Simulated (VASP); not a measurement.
Write the native input for VASP 6.6.1 that does the following.

```yaml
Task: single point
Functional: r2SCAN
Potentials_or_basis: VASP PAW PBE potentials, release 64 (Zn, F)
Cutoff: 660 eV
k_mesh: 6 × 6 × 8
Occupations: gaussian, width 0.02 eV
Spin: no spin polarisation
Dipole_correction: no
Further_INCAR_settings: ALGO = Normal; EDIFF = 1e-06; NBANDS = 35
```

Crystal: ZnF2.

```
Zn F
1.0
     4.91313    0.00000    0.00000
     0.00000    4.91313    0.00000
     0.00000    0.00000    3.15192
Zn F
2 4
Direct
  0.00000 0.00000 0.00000
  0.50000 0.50000 0.50000
  0.30829 0.30829 0.00000
  0.19171 0.80829 0.50000
  0.69171 0.69171 0.00000
  0.80829 0.19171 0.50000
```

These files were run (other wordings do the same):

POSCAR

```
ZnF2
1.0
    4.9131295949      0.0000000000      0.0000000000
    0.0000000000      4.9131295949      0.0000000000
    0.0000000000      0.0000000000      3.1519245015
Zn F
2 4
Direct
    0.0000000000      0.0000000000      0.0000000000
    0.5000000000      0.5000000000      0.5000000000
    0.3082876772      0.3082876772      0.0000000000
    0.1917123228      0.8082876772      0.5000000000
    0.6917123228      0.6917123228      0.0000000000
    0.8082876772      0.1917123228      0.5000000000
```

INCAR.step1

```
SYSTEM = ZnF2
ALGO = Normal
EDIFF = 1E-5
ENCUT = 660
GGA = PE
GGA_COMPAT = .False.
ISMEAR = 0
LASPH = .True.
LCHARG = .False.
LREAL = .False.
LWAVE = .True.
NBANDS = 35
NELM = 120
PREC = Accurate
SIGMA = 0.02
```

INCAR.step2

```
SYSTEM = ZnF2
ALGO = Normal
EDIFF = 1E-6
ENCUT = 660
GGA_COMPAT = .False.
ISIF = 2
ISMEAR = 0
ISTART = 1
LASPH = .True.
LCHARG = .True.
LELF = .True.
LMIXTAU = .True.
LREAL = .False.
LVHAR = .True.
LWAVE = .False.
METAGGA = R2SCAN
NBANDS = 35
NELM = 120
PREC = Accurate
SIGMA = 0.02
```

KPOINTS

```
k-points
0
Gamma
  6 6 8
  0 0 0
```

Potentials or basis: VASP PAW PBE potentials, release 64 (Zn, F).

The run is started by

```console
$ cat potpaw_PBE.64/Zn/POTCAR potpaw_PBE.64/F/POTCAR > POTCAR
$ cp INCAR.step1 INCAR
$ mpirun -np 1 vasp_std > vasp.out
$ cp INCAR.step2 INCAR
$ mpirun -np 1 vasp_std > vasp.out
```

Results of the run:

| Quantity | Value |
| --- | --- |
| Pressure | -8.1 GPa |
| Largest force | 0.030 eV/Å |
| Band gap on the k mesh | 4.18 eV (least direct gap 4.28 eV) |

Caveat: the cell stands under tension; the PAW data sets were made with another functional, which shifts forces and pressure a little.

It took 19 min on 1 thread of Oxide Virtual Turin-like Processor, on a shared host, peak memory 0.28 GiB.
